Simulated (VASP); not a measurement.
# F (C2/m) in VASP: a series of runs

F is run at these levels: PBEsol; tasks: single point.

Everything below comes from runs of VASP 6.6.1. Logs are shortened: lines on timing, memory, paths and dates and some standing lists are left out, and cuts for length are marked.

**1. The cell of the first run**

The structure is monoclinic, space group C2/m (No. 12). Conventional cell: a = 6.333 Å, b = 3.629 Å, c = 7.645 Å, α = 90.00°, β = 112.50°, γ = 90.00°. F (site symmetry m) has 1 F at 1.52 Å within 2.0 Å. Within 1.9 Å of F (site symmetry m) lie 1 F at 1.43 Å.

**2. Single point, PBEsol**

INCAR

```
SYSTEM = F
PREC = Accurate
ENCUT = 520
EDIFF = 1E-7
ISMEAR = 0
SIGMA = 0.05
LREAL = .False.
LASPH = .True.
NELM = 60
ALGO = Normal
ISIF = 2
LWAVE = .False.
LCHARG = .True.
GGA = PS
LELF = .True.
LVHAR = .True.
NBANDS = 22
```

KPOINTS

```
regular mesh
0
Gamma
  4 4 2
  0 0 0
```

POSCAR

```
F
1.0
    3.1573117572     -1.8146152765     -0.2435191204
    3.1573117572      1.8146152765     -0.2435191204
   -2.3740572529      0.0000000000      7.2670371310
F
4
Direct
    0.0848459664      0.0848459664      0.1019959513
    0.9151540336      0.9151540336      0.8980040487
    0.5015719855      0.5015719855      0.5937195244
    0.4984280145      0.4984280145      0.4062804756
```

Potentials or basis: VASP PAW PBE potentials, release 64 (F).

Started as:

```console
$ cat potpaw_PBE.64/F/POTCAR > POTCAR
$ mpirun -np 1 vasp_std > vasp.out
```

OUTCAR:

```text
SYSTEM = F
   PREC = Accurate
   ENCUT = 520
   EDIFF = 1E-7
   ISMEAR = 0
   LREAL = .False.
   LASPH = .True.
   NELM = 60
   ISIF = 2
   GGA = PS

 ion  position               nearest neighbor table
   1  0.085  0.085  0.102-   2 1.52
   2  0.915  0.915  0.898-   1 1.52
   3  0.502  0.502  0.594-   4 1.43
   4  0.498  0.498  0.406-   3 1.43

  LATTYP: Found a base centered monoclinic cell.
 ALAT       =     6.3333779594
 B/A-ratio  =     0.5730323654
 C/A-ratio  =     1.2070962569
 COS(beta)  =    -0.3827161857

  Lattice vectors:

 A1 = (   3.1573117572,  -1.8146152765,  -0.2435191204)
 A2 = (   3.1573117572,   1.8146152765,  -0.2435191204)
 A3 = (  -2.3740572529,   0.0000000000,   7.2670371310)

Analysis of symmetry for initial positions (statically):
=====================================================================
 Subroutine PRICEL returns:
 Original cell was already a primitive cell.

 Routine SETGRP: Setting up the symmetry group for a
 base centered monoclinic supercell.

 Subroutine GETGRP returns: Found  4 space group operations
 (whereof  4 operations were pure point group operations)
 out of a pool of  4 trial point group operations.

The static configuration has the point symmetry C_2h.

Analysis of symmetry for dynamics (positions and initial velocities):
=====================================================================
 Subroutine PRICEL returns:
 Original cell was already a primitive cell.

 Routine SETGRP: Setting up the symmetry group for a
 base centered monoclinic supercell.

 Subroutine GETGRP returns: Found  4 space group operations
 (whereof  4 operations were pure point group operations)
 out of a pool of  4 trial point group operations.

The dynamic configuration has the point symmetry C_2h.

 Subroutine INISYM returns: Found  4 space group operations
 (whereof  4 operations are pure point group operations),
 and found     1 'primitive' translations

----------------------------------------------------------------------------------------

                                     Primitive cell

  volume of cell :      81.1720

  direct lattice vectors                    reciprocal lattice vectors
     3.157311757 -1.814615277 -0.243519120     0.162455977 -0.275540500  0.053072495
     3.157311757  1.814615277 -0.243519120     0.162455977  0.275540500  0.053072495
    -2.374057253  0.000000000  7.267037131     0.010887831  0.000000000  0.141164592

  length of vectors
     3.649759950  3.649759950  7.644996828     0.324239420  0.324239420  0.141583852

  position of ions in fractional coordinates (direct lattice)
     0.084845966  0.084845966  0.101995951
     0.915154034  0.915154034  0.898004049
     0.501571986  0.501571986  0.593719524
     0.498428015  0.498428015  0.406280476

  ion indices of the primitive-cell ions
   primitive index   ion index
                 1           1
                 2           2
                 3           3
                 4           4

----------------------------------------------------------------------------------------

 KPOINTS: regular mesh

Automatic generation of k-mesh.
 Grid dimensions read from file:
 generate k-points for:    4    4    2

 Generating k-lattice:

  Cartesian coordinates                     Fractional coordinates (reciprocal lattice)
     0.040613994 -0.068885125  0.013268124     0.250000000  0.000000000 -0.000000000
     0.040613994  0.068885125  0.013268124     0.000000000  0.250000000 -0.000000000
     0.005443916  0.000000000  0.070582296     0.000000000  0.000000000  0.500000000

  Length of vectors
     0.081059855  0.081059855  0.070791926

  Shift w.r.t. Gamma in fractional coordinates (k-lattice)
     0.000000000  0.000000000  0.000000000

 Subroutine IBZKPT returns following result:
 ===========================================

 Found     14 irreducible k-points:

 Following reciprocal coordinates:
            Coordinates               Weight
  0.000000  0.000000  0.000000      1.000000
  0.250000 -0.000000  0.000000      4.000000
  0.500000 -0.000000  0.000000      2.000000
  0.250000  0.250000  0.000000      2.000000
  0.500000  0.250000  0.000000      4.000000
 -0.250000  0.250000  0.000000      2.000000
  0.500000  0.500000  0.000000      1.000000
  0.000000  0.000000  0.500000      1.000000
  0.250000 -0.000000  0.500000      4.000000
  0.500000 -0.000000  0.500000      2.000000
  0.250000  0.250000  0.500000      2.000000
  0.500000  0.250000  0.500000      4.000000
 -0.250000  0.250000  0.500000      2.000000
  0.500000  0.500000  0.500000      1.000000
   k-points           NKPTS =     14   k-points in BZ     NKDIM =     14   number of bands    NBANDS=     22
   number of dos      NEDOS =    301   number of ions     NIONS =      4
   total plane-waves  NPLWV =  47040
   dimension x,y,z NGX =    28 NGY =   28 NGZ =   60
   dimension x,y,z NGXF=    56 NGYF=   56 NGZF=  120
   ions per type =               4
   NGX,Y,Z   is equivalent  to a cutoff of  12.75, 12.75, 13.05 a.u.
   NGXF,Y,Z  is equivalent  to a cutoff of  25.51, 25.51, 26.09 a.u.
 SYSTEM =  F
   PREC   = accura    normal or accurate (medium, high low for compatibility)
   ISTART =      0    job   : 0-new  1-cont  2-samecut
   ICHARG =      2    charge: 1-file 2-atom 10-const
   ISPIN  =      1    spin polarized calculation?
   LNONCOLLINEAR =      F non collinear calculations
   LSORBIT =      F    spin-orbit coupling
   LASPH  =      T    aspherical Exc in radial PAW
   ENCUT  =  520.0 eV  38.22 Ry    6.18 a.u.   6.79  6.79 14.21*2*pi/ulx,y,z
   NELM   =     60;   NELMIN=  2; NELMDL= -5     # of ELM steps
   EDIFF  = 0.1E-06   stopping-criterion for ELM
   LREAL  =      F    real-space projection
   EDIFFG = 0.1E-05   stopping-criterion for IOM
   NSW    =      0    number of steps for IOM
   IBRION =     -1    ionic relax: 0-MD 1-quasi-New 2-CG
   NFREE  =      0    steps in history (QN), initial steepest desc. (CG)
   ISIF   =      2    stress and relaxation
   ISYM   =      2    0-nonsym 1-usesym 2-fastsym
   POTIM  = 0.5000    time-step for ionic-motion
   TEBEG  =    0.0;   TEEND  =   0.0 temperature during run
   PSTRESS=    0.0 pullay stress
   NELECT =      28.0000    total number of electrons
   NUPDOWN=      -1.0000    fix difference up-down
   EMIN   =  10.00;   EMAX   =-10.00  energy-range for DOS
   EFERMI =   0.00;   METHOD = LEGACY
   ISMEAR =     0;   SIGMA  =   0.05  broadening in eV -4-tet -1-fermi 0-gaus
   EFERMI_NEDOS =   21; number of points for ismear=-14 and -15
   IALGO  =     38    algorithm
   IMIX   =      4    mixing-type and parameters
     AMIX     =   0.40;   BMIX     =  1.00
     AMIX_MAG =   1.60;   BMIX_MAG =  1.00
  volume/ion in A,a.u.               =      20.29       136.94
  Fermi-wavevector in a.u.,A,eV,Ry     =   1.148133  2.169656 17.935319  1.318209
  Thomas-Fermi vector in A             =   2.284809
   LORBIT       =      0    0 simple, 1 ext, 2 COOP (PROOUT), +10 PAW based schemes
   GGA     = PS    functional components
   LHFCALC =     F    Hartree Fock is set to
   AEXX    =    0.0000 exact exchange contribution
   IVDW    =     0    specifies the selected vdW correction
   LEPSILON=     F    determine dielectric tensor
   LRPA    =     F    only Hartree local field effects (RPA)
 non-spin polarized calculation
 Gauss-broadening in eV      SIGMA  =   0.05
  energy-cutoff  :      520.00
  volume of cell :       81.17
 maximum number of plane-waves:      2199
   NGX = 13   NGY = 13   NGZ = 29

 number of electron      28.0000006 magnetization

 Free energy of the ion-electron system (eV)
  ---------------------------------------------------
  ext. energy  EPLUGINS =         0.00000000
  ---------------------------------------------------
  free energy    TOTEN  =        -7.63631563 eV

  energy without entropy =       -7.63631563  energy(sigma->0) =       -7.63631563

 E-fermi :  -5.9228     XC(G=0):  -6.5774

 val. band max:       -6.2501703729   @ k =   0.5000   0.5000   0.0000
 cond. band min:      -4.2104414393   @ k =   0.0000   0.0000   0.0000
 fundamental gap:      2.0397289336
 Fermi energy:        -5.9228106520

 k-point     1 :       0.0000    0.0000    0.0000
  band No.  band energies     occupation
      1     -30.8312      2.00000
      2     -29.5236      2.00000
      3     -24.9267      2.00000
      4     -24.5966      2.00000
      5     -12.4811      2.00000
      6     -11.6562      2.00000
[... 14 lines left out ...]
     21      13.1016      0.00000
     22      13.7122      0.00000

 k-point     2 :       0.2500   -0.0000    0.0000
  band No.  band energies     occupation
      1     -30.8166      2.00000
      2     -29.5089      2.00000
      3     -24.8991      2.00000
      4     -24.6085      2.00000
      5     -12.4338      2.00000
      6     -11.7030      2.00000
[... 14 lines left out ...]
     21      10.8683      0.00000
     22      12.3976      0.00000

 k-point     3 :       0.5000   -0.0000    0.0000
  band No.  band energies     occupation
      1     -30.8023      2.00000
      2     -29.4947      2.00000
      3     -24.8688      2.00000
      4     -24.6233      2.00000
      5     -12.3784      2.00000
      6     -11.7581      2.00000
[... 14 lines left out ...]
     21       9.6017      0.00000
     22       9.9307      0.00000
[... 226 lines left out ...]
 k-point    13 :      -0.2500    0.2500    0.5000
  band No.  band energies     occupation
      1     -30.8023      2.00000
      2     -29.4946      2.00000
      3     -24.8688      2.00000
      4     -24.6233      2.00000
      5     -12.3758      2.00000
      6     -11.7550      2.00000
[... 14 lines left out ...]
     21      10.0331      0.00000
     22      10.0981      0.00000

 k-point    14 :       0.5000    0.5000    0.5000
  band No.  band energies     occupation
      1     -30.7990      2.00000
      2     -29.4920      2.00000
      3     -24.8758      2.00000
      4     -24.6337      2.00000
      5     -12.3957      2.00000
      6     -11.7837      2.00000
[... 14 lines left out ...]
     21       8.6722      0.00000
     22       8.7739      0.00000

------------------------ aborting loop because EDIFF is reached ----------------------------------------

  FORCE on cell =-STRESS in cart. coord.  units (eV):
  Direction    XX          YY          ZZ          XY          YZ          ZX
  --------------------------------------------------------------------------------------
  -------------------------------------------------------------------------------------
  Total       -1.0134526     -0.2738605     -4.5079028      0.0000000      0.0000000     -1.3077321
  in kB      -20.0035822     -5.4054735    -88.9772297      0.0000000      0.0000000    -25.8120869
  external PRESSURE =     -38.1287618 kB  Pullay stress =       0.0000000 kB

 VOLUME and BASIS-vectors are now :
 -----------------------------------------------------------------------------
  energy-cutoff  :      520.00
  volume of cell :       81.17
      direct lattice vectors                 reciprocal lattice vectors
     3.157311757 -1.814615277 -0.243519120     0.162455977 -0.275540500  0.053072495
     3.157311757  1.814615277 -0.243519120     0.162455977  0.275540500  0.053072495
    -2.374057253  0.000000000  7.267037131     0.010887831  0.000000000  0.141164592

 POSITION                                       TOTAL-FORCE (eV/Angst)
 -----------------------------------------------------------------------------------
      0.29363      0.00000      0.69989        -1.013823      0.000000     -2.476798
      3.64694      0.00000      6.08011         1.013823      0.000000      2.476798
      1.75771      0.00000      4.07030         0.181333      0.000000     -0.476658
      2.18285      0.00000      2.70970        -0.181333      0.000000      0.476658
 -----------------------------------------------------------------------------------
    total drift:                                0.000000      0.000000     -0.000000

  FREE ENERGIE OF THE ION-ELECTRON SYSTEM (eV)
  ---------------------------------------------------
  free  energy   TOTEN  =        -7.6363156259 eV

  energy  without entropy=       -7.6363156259  energy(sigma->0) =       -7.63631563
```

Wall time 12 s (1 thread of Intel Xeon 6975P-C (Granite Rapids), shared host); peak memory 0.18 GiB.

What came out:

```
Free energy            : -7.6363 eV
Pressure               : -3.8 GPa
Largest force          : 2.676 eV/Å
Band gap on the k mesh : 2.04 eV, indirect (least direct gap 2.13 eV)
```

Forces on the atoms (eV/Å):
```
F   -1.014  0.000 -2.477
F    1.014  0.000  2.477
F    0.181  0.000 -0.477
F   -0.181  0.000  0.477
```

Stress tensor (GPa, compression positive):
```
-2.00  0.00 -2.58
 0.00 -0.54  0.00
-2.58  0.00 -8.90
```

Caveat: the k points lie up to 0.51 Å⁻¹ apart; the PAW data sets were made with another functional, which shifts forces and pressure a little.

(Part 1 of 3 ends here.)
